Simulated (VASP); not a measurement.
CdS, 2 atoms in the cell. The structure is cubic, space group F-43m (No. 216). The conventional cell has a = 5.467 Å, b = 5.467 Å, c = 5.467 Å, α = 90.00°, β = 90.00°, γ = 90.00°. Within 3.1 Å of Cd (site symmetry -43m) lie 4 S at 2.37 Å. Within 3.1 Å of S (site symmetry -43m) lie 4 Cd at 2.37 Å. 

- Program: VASP 6.6.1
- Task: single point
- Functional: LDA
- Potentials or basis: VASP PAW LDA potentials, release 64 (Cd_sv_GW, S)
- Cutoff: 630 eV
- k mesh: 8 × 8 × 8
- Occupations: gaussian, width 0.01 eV
- Spin: no spin polarisation
- Dipole correction: no
- Further INCAR settings: ALGO = Normal; EDIFF = 1e-06; NBANDS = 20

Potentials or basis: VASP PAW LDA potentials, release 64 (Cd_sv_GW, S).

Run with:

```sh
$ cat potpaw_LDA.64/Cd_sv_GW/POTCAR potpaw_LDA.64/S/POTCAR > POTCAR
$ mpirun -np 1 vasp_std > vasp.out
```

Hardware: 1 thread of Intel(R) Xeon(R) Platinum 8488C (Sapphire Rapids), on a shared host.

**Question.** How long does it take, and how much memory?

**Answer.** Wall time 12 s on 1 thread of Intel(R) Xeon(R) Platinum 8488C (Sapphire Rapids) (shared host), peak memory 0.18 GiB. Counts: scf iterations 12, k points 29.
